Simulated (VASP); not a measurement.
# CaH16Cl2O8 in VASP: notebook, part 2 of 2

VASP 6.6.1.

**4. Single point, PBE+D3(BJ)**

Input file INCAR:

```
SYSTEM = CaH16Cl2O8
  ALGO = Normal
  EDIFF = 1E-6
  ENCUT = 520
  GGA = PE
  GGA_COMPAT = .False.
  ISIF = 2
  ISMEAR = -1
  IVDW = 12
  LASPH = .True.
  LCHARG = .True.
  LELF = .True.
  LREAL = .False.
  LVHAR = .True.
  LWAVE = .False.
  NBANDS = 63
  NELM = 120
  PREC = Accurate
  SIGMA = 0.05
```

Input file KPOINTS:

```
k-points
0
Gamma
  1 1 1
  0 0 0
```

Input file POSCAR:

```
CaH16Cl2O8
1.0
    6.9561890000      0.0000000000      0.0000000000
    0.0000000000      6.9561890000      0.0000000000
    0.0000000000      0.0000000000      6.9561890000
O H Ca Cl
8 16 1 2
Direct
    0.9661899641      0.7730238497      0.2208105616
    0.4436768466     -0.1892990544      0.4106702679
    0.2793771130      0.3661487634      0.7888946088
    0.3896242612      0.6890267070     -0.0415457372
    0.1892846787      0.8413514929      0.7208976064
    0.2178922971      0.4736501553      0.2986549100
   -0.0390587432      0.1117134684      0.5017258732
    0.9184051785      0.2961391647      1.0817848681
    0.9708045598      0.7367108628      0.0789800277
    1.0734325936      0.6865684644      0.2588486311
    0.3443839723     -0.2425178499      0.4886152461
    0.4268141651     -0.2160665847      0.2814903390
    0.3686645087      0.2529402234      0.7838343668
    0.1440156384      0.3387774541      0.8419408961
    0.5058660712      0.6791937367     -0.1334351324
    0.3524918601      0.5484324822     -0.0171789467
    0.0919468979      0.7382490614      0.7073988358
    0.2490012850      0.7870113937      0.8520470045
    0.2858605481      0.3717121545      0.3650993382
    0.1177512572      0.4090314395      0.2290478306
   -0.0803025910      0.2487856497      0.5198248639
    0.0657831465      0.0753429787      0.6047420506
    0.7969306182      0.3604128640      1.0394340924
    0.9049351592      0.2517901684      1.2110366754
    0.7573255988      0.8834866333      0.4477739176
    0.6083215968      0.2824822615      0.3655018574
    0.7854444438      0.6806025541      0.7641396748
```

Launch:

```sh
$ cat potpaw_PBE.64/O/POTCAR potpaw_PBE.64/H/POTCAR potpaw_PBE.64/Ca_sv/POTCAR potpaw_PBE.64/Cl/POTCAR > POTCAR
$ mpirun -np 1 vasp_gam > vasp.out
```

Run time: 93 s. Hardware: 1 thread of Intel Xeon 8259CL, shared host; peak memory 0.4 GiB.

The run converged. Its results:

```yaml
Free_energy: -128.6979 eV
Pressure: -0.2 GPa
Largest_force: 3.354 eV/Å
Dispersion_energy_per_atom: -0.049 eV
```

Forces in eV/Å, atoms in the order of the input:
```
O    0.963 -1.186 -2.032
O    1.571  1.219  1.666
O   -0.958 -0.749  0.421
O    1.274 -1.537  0.903
O   -0.620 -0.402  0.258
O   -0.210  0.888  0.107
O    2.320  1.135  2.139
O    0.378  0.980 -2.284
H   -0.888  0.910  1.184
H   -0.057  0.121  0.753
H   -0.996 -0.340  0.864
H   -0.907 -0.919 -2.814
H   -1.516  0.745  0.233
H    2.212 -0.469 -0.471
H   -1.042  0.077  1.011
H    0.484  1.477 -0.537
H   -0.016  0.619 -0.205
H    0.332  0.633 -1.360
H    0.793 -0.097  0.303
H   -0.733 -0.488 -0.768
H    0.089 -1.055  0.027
H   -1.274  0.315 -1.423
H    0.939 -0.638  0.942
H   -1.035 -0.373  0.772
Ca  -0.903 -0.047 -0.231
Cl  -0.117 -0.451  0.369
Cl  -0.085 -0.369  0.174
```

Stress tensor (GPa, compression positive):
```
 0.37  2.22  0.92
 2.22 -1.15  0.46
 0.92  0.46  0.30
```

Levels at points of the mesh, in eV from the Fermi level:
```
           k point  band 40  band 41  band 42  band 43  band 44  band 45  band 46  band 47  band 48  band 49
(0.00, 0.00, 0.00)    -2.27    -1.82    -1.47    -1.33    -1.24     2.45     4.53     4.71     4.99     5.08
```

Caveat: the k points lie up to 0.90 Å⁻¹ apart; the atoms stand as in a frame of molecular dynamics.

**5. Single point, PBE+D3(BJ)**

Input file INCAR:

```
SYSTEM = CaH16Cl2O8
PREC = Accurate
ENCUT = 520
EDIFF = 1E-6
ISMEAR = -1
SIGMA = 0.05
LREAL = .FALSE.
LASPH = .TRUE.
NELM = 120
ALGO = Normal
ISIF = 2
LWAVE = .FALSE.
LCHARG = .TRUE.
GGA = PE
IVDW = 12
LELF = .TRUE.
LVHAR = .TRUE.
NBANDS = 63
GGA_COMPAT = .FALSE.
```

Input file KPOINTS:

```
Automatic mesh
0
G
  1 1 1
  0 0 0
```

Input file POSCAR:

```
CaH16Cl2O8
1.0
    6.9561890000      0.0000000000      0.0000000000
    0.0000000000      6.9561890000      0.0000000000
    0.0000000000      0.0000000000      6.9561890000
O H Ca Cl
8 16 1 2
Direct
    0.9515123870      0.7636940284      0.1846700830
    0.4456319401     -0.2718011256      0.4905128368
    0.2422734632      0.3364485928      0.8212974087
    0.3889198525      0.6957545288      0.0229867245
    0.1864382926      0.9337727885      0.7086207692
    0.1857195082      0.4689924325      0.3277081747
    0.0026595022      0.1697768706      0.5034940828
    0.9820894746      0.2528970964      1.0570011827
    0.8993717681      0.7368402440      0.0576177559
    1.0235202063      0.6435420314      0.2215580974
    0.3339040961     -0.2483112520      0.5784489179
    0.4694237031     -0.3995434857      0.5146927434
    0.2852567692      0.2552115821      0.9222722384
    0.0991347417      0.3661487634      0.8753931211
    0.5089712197      0.6827445315     -0.0316983912
    0.3035282681      0.5909413905     -0.0406831959
    0.0719215651      0.8526076563      0.7505402743
    0.2987555399      0.8955765865      0.7740588992
    0.2891094535      0.5638288436      0.3102129629
    0.1488171181      0.4036549323      0.2044366535
    0.1010323325      0.2617525200      0.4479032988
    0.0406400689      0.1397029322      0.6397899770
    0.8592060969      0.2583742334      1.1218930365
    1.0566274148      0.1346139388      1.0226145379
    0.7348707748      0.9172407478      0.4081545225
    0.6030888465      0.2202211585      0.3064609084
    0.8022496226      0.7070394436      0.7999782640
```

Launch:

```sh
$ cat potpaw_PBE.64/O/POTCAR potpaw_PBE.64/H/POTCAR potpaw_PBE.64/Ca_sv/POTCAR potpaw_PBE.64/Cl/POTCAR > POTCAR
$ mpirun -np 1 vasp_gam > vasp.out
```

Run time: 95 s. Hardware: 1 thread of Intel Xeon 8259CL, shared host; peak memory 0.41 GiB.

It converged, with:

```yaml
Free_energy: -128.2277 eV
Pressure: 0.3 GPa
Largest_force: 4.450 eV/Å
Dispersion_energy_per_atom: -0.049 eV
```

Forces on the atoms (eV/Å):
```
O    0.264 -0.277  1.538
O   -1.035  2.689 -0.102
O   -2.766  2.077  0.096
O   -4.353 -0.810  0.450
O   -2.004 -0.593 -0.599
O   -0.779  0.013 -0.641
O   -0.106 -0.027  0.500
O    2.092  0.422 -1.034
H   -0.343 -0.047 -0.950
H   -0.244  0.785  0.318
H    0.320  0.679 -0.847
H    1.135 -3.401  0.581
H    0.958 -0.711  0.771
H    2.468 -0.655 -1.128
H    2.986 -0.548 -1.469
H    1.669  1.214  0.690
H    0.992  0.250 -0.001
H    1.106 -0.518  1.777
H    0.002 -0.337 -0.472
H    0.486  0.255  0.600
H   -0.852 -0.713  0.918
H    0.379  0.554 -1.661
H   -0.864 -1.148  0.549
H   -1.870  0.442  0.929
Ca   1.059 -0.808  0.718
Cl  -0.651  0.974 -0.735
Cl  -0.050  0.239 -0.797
```

Stress tensor (GPa, compression positive):
```
-0.60 -1.99  1.32
-1.99  0.33 -1.39
 1.32 -1.39  1.13
```

Levels at points of the mesh, in eV from the Fermi level:
```
           k point  band 41  band 42  band 43  band 44  band 45  band 46  band 47  band 48
(0.00, 0.00, 0.00)    -2.06    -2.06    -1.91    -1.36     2.58     4.51     4.60     4.86
```

Caveat: the k points lie up to 0.90 Å⁻¹ apart; the atoms stand as in a frame of molecular dynamics.

**6. Overview**

| cell | pressure (GPa) | largest force (eV/Å) |
| --- | --- | --- |
| as given, atomic positions A | -0.7 | 2.68 |
| as given, atomic positions B | -0.7 | 3.45 |
| as given, atomic positions C | -0.2 | 3.35 |
| as given, atomic positions D | 0.3 | 4.45 |

Alike in all rows: task single point; level PBE+D3(BJ); potentials or basis VASP PAW PBE potentials, release 64 (O, H, Ca_sv, Cl); no spin polarisation; k mesh 1 × 1 × 1; cutoff (eV) 520; smearing fermi-dirac 0.05 eV.

Caveats: all runs use coarse meshes; the atoms stand as in a frame of molecular dynamics (at least some runs).

Absolute energies hang on the potentials; compare differences alone.
